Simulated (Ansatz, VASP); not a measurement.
# MnHg in VASP and in Ansatz

Contents of INCAR:

```
ALGO = Normal
EDIFF = 1E-6
ENCUT = 520
GGA = PE
ISIF = 2
ISMEAR = -1
ISPIN = 2
LASPH = True
LCHARG = False
LMAXMIX = 4
LORBIT = 11
LREAL = False
LWAVE = False
MAGMOM = 4 0
NBANDS = 24
NELM = 150
PREC = Accurate
SIGMA = 0.08
```

KPOINTS

```
k-points
0
Gamma
  10 10 10
```

The input POSCAR:

```
MnHg
1.0
    3.2479036157      0.0000000000      0.0000000000
    0.0000000000      3.2479036157      0.0000000000
    0.0000000000      0.0000000000      3.2479036157
Mn Hg
1 1
Direct
    0.5000000000      0.5000000000      0.5000000000
    0.0000000000      0.0000000000      0.0000000000
```

Input for Ansatz:

```yaml
crystal:
  lattice:
    - [3.2479036157, 0.0, 0.0]
    - [0.0, 3.2479036157, 0.0]
    - [0.0, 0.0, 3.2479036157]
  atoms:
    - { symbol: Mn, position: [0.5, 0.5, 0.5], spin: 4.0 }
    - { symbol: Hg, position: [0.0, 0.0, 0.0] }
magnetization:
  spin_polarized: true
kpoints:
  mp_grid: { grid: [10, 10, 10] }
scf:
  occupations: { method: fermi_dirac, width: 0.08 }
hamiltonian:
  xc: pbe
  pseudopotentials: { kind: all_electron, lapw: { basis_error: 0.00025 } }
output:
  forces: true
  stress: true
  eigenvalues: true
```

Change from the starting cell: volume scaled by 0.9405.

Alike in both runs: task single point; functional PBE; k mesh 10 × 10 × 10; occupations fermi-dirac, width 0.08 eV; collinear spin.

|  | VASP | Ansatz |
| --- | --- | --- |
| version | VASP 6.6.1 | Ansatz 0.2.0 |
| potentials or method | VASP PAW PBE potentials, release 64 (Mn_pv, Hg), cutoff 520 eV | all-electron LAPW, scalar-relativistic |

Ansatz gave:

```
pressure (GPa)                                                : 5.9
net moment per atom (μB)                                      : 1.89
size of the moment on the site where the two differ most (μB) : 3.79
```

Task: Estimate VASP's values.

Result: Pressure (GPa): 6.5; net moment per atom (μB): 1.89; size of the moment on the site where the two differ most (μB): 3.70.

Site moments also hang on the region over which each program counts them. Ansatz ran all-electron here, and VASP with PAW potentials.

Neither program's run includes spin-orbit coupling.
